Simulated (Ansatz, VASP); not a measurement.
Ti: VASP beside Ansatz

Contents of POSCAR:

```
Ti
1.0
    0.0000000000      2.0300000000      2.1924000000
    2.0300000000      0.0000000000      2.1924000000
    2.0300000000      2.0300000000      0.0000000000
Ti
1
Direct
    0.0000000000      0.0000000000      0.0000000000
```

Contents of INCAR.step1:

```
SYSTEM = Ti
PREC = Accurate
ENCUT = 520
ISMEAR = 0
SIGMA = 0.15
LREAL = .False.
LASPH = .True.
NELM = 60
NBANDS = 12
GGA = PE
ALGO = Normal
EDIFF = 1E-4
LWAVE = .True.
LCHARG = .False.
```

File INCAR.step2:

```
SYSTEM = Ti
PREC = Accurate
ENCUT = 520
EDIFF = 1E-6
ISMEAR = 0
SIGMA = 0.15
LREAL = .False.
LASPH = .True.
NELM = 60
ALGO = Normal
ISIF = 2
LWAVE = .False.
LCHARG = .True.
METAGGA = R2SCAN
LMIXTAU = .True.
LELF = .True.
LVHAR = .True.
NBANDS = 12
ISTART = 1
```

File KPOINTS:

```
regular mesh
0
Gamma
  20 20 20
  0 0 0
```

Input for Ansatz:

```yaml
crystal:
  lattice:
    - [0.0, 2.03, 2.1924]
    - [2.03, 0.0, 2.1924]
    - [2.03, 2.03, 0.0]
  atoms:
    - { symbol: Ti, position: [0.0, 0.0, 0.0] }
basis:
  ecutwfc: 500
kpoints:
  mp_grid: { grid: [20, 20, 20] }
hamiltonian:
  xc: r2scan
scf:
  occupations: { method: gaussian, width: 0.15 }
output:
  forces: true
  stress: true
  eigenvalues: true
```

Change from the starting cell: strain +0.000 along x and y, +0.080 along z, atoms carried along.

Alike in both runs: task single point; functional r2SCAN; k mesh 20 × 20 × 20; occupations gaussian, width 0.15 eV; no spin polarisation.

```csv
,VASP,Ansatz
version,VASP 6.6.1,Ansatz 0.2.0
potentials or method,"VASP PAW PBE potentials, release 64 (Ti_sv), cutoff 520 eV","scalar-relativistic, plane waves, PAW"
valence electrons in the cell,12,12
```

Ansatz gave:

| Item | Value |
| --- | --- |
| gap on the k mesh at the Fermi level (eV) | none |
| pressure (GPa) | -4.3 |
| traceless stress, the component that is largest in VASP (GPa) | -1.69 |

Estimate VASP's values.

gap on the k mesh at the Fermi level (eV): none; pressure (GPa): -3.9; traceless stress, the component that is largest in VASP (GPa): -1.69.

VASP's potentials were made for PBE, not for r2SCAN. A gap of «none» marks a metal or a gap that the smearing closes.
